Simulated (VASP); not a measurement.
# Cd3TeSe2: single point with PBE

The system is Cd3TeSe2.

```xyz
6
Lattice="4.2367 0.0000 0.0000 -2.1184 3.6691 0.0000 0.0000 0.0000 10.2353" Properties=species:S:1:pos:R:3 pbc="T T T"
Cd    0.0000    2.4461    6.9110
Cd    2.1184    1.2230    3.3243
Cd    0.0000    0.0000    5.1176
Te    0.0000    0.0000    0.0000
Se    0.0000    2.4461    1.7614
Se    2.1184    1.2230    8.4739
```

The cell was built from a structure type or drawn by symmetry, and may not be a known phase.

| Property | Result |
| --- | --- |
| Program | VASP 6.6.1 |
| Task | single point |
| Functional | PBE |
| Potentials or basis | VASP PAW PBE potentials, release 64 (Cd, Te, Se) |
| Cutoff | 520 eV |
| k mesh | 12 × 12 × 4 |
| Occupations | gaussian, width 0.1 eV |
| Spin | no spin polarisation |

The pressure is 0.1 GPa, the largest force is 0.022 eV/Å and the band gap on the k mesh is zero (bands 27 and 28 overlap by 0.67 eV).

Forces on the atoms (eV/Å):
```
Cd   0.000  0.000 -0.002
Cd   0.000  0.000  0.002
Cd   0.000  0.000  0.000
Te   0.000  0.000  0.000
Se   0.000  0.000 -0.022
Se   0.000  0.000  0.022
```

Levels at points of the mesh, in eV from the Fermi level:
| k point | band 23 | band 24 | band 25 | band 26 | band 27 | band 28 | band 29 | band 30 | band 31 | band 32 |
| --- | --- | --- | --- | --- | --- | --- | --- | --- | --- | --- |
| (0.00, 0.00, 0.00) | -2.08 | -2.08 | -2.05 | -2.03 | -0.09 | -0.09 | 0.63 | 2.28 | 4.61 | 4.72 |
| (0.50, 0.00, 0.00) | -3.18 | -2.59 | -2.44 | -1.79 | -0.56 | 0.11 | 0.30 | 1.38 | 2.85 | 3.25 |
| (0.00, 0.00, 0.50) | -2.82 | -2.08 | -2.08 | -1.09 | -0.12 | -0.09 | -0.09 | 3.53 | 3.57 | 4.35 |
| (0.50, 0.00, 0.50) | -3.32 | -2.99 | -2.52 | -1.39 | -1.20 | 0.51 | 1.05 | 1.50 | 2.39 | 2.82 |

It took 7.7 min on 1 thread of AMD EPYC 7R13 (shared host), peak memory 0.48 GiB.

Caveat: semilocal functionals underestimate gaps, so a narrow gap can read as zero; spin-orbit coupling is left out, which moves the levels of the heavy elements.
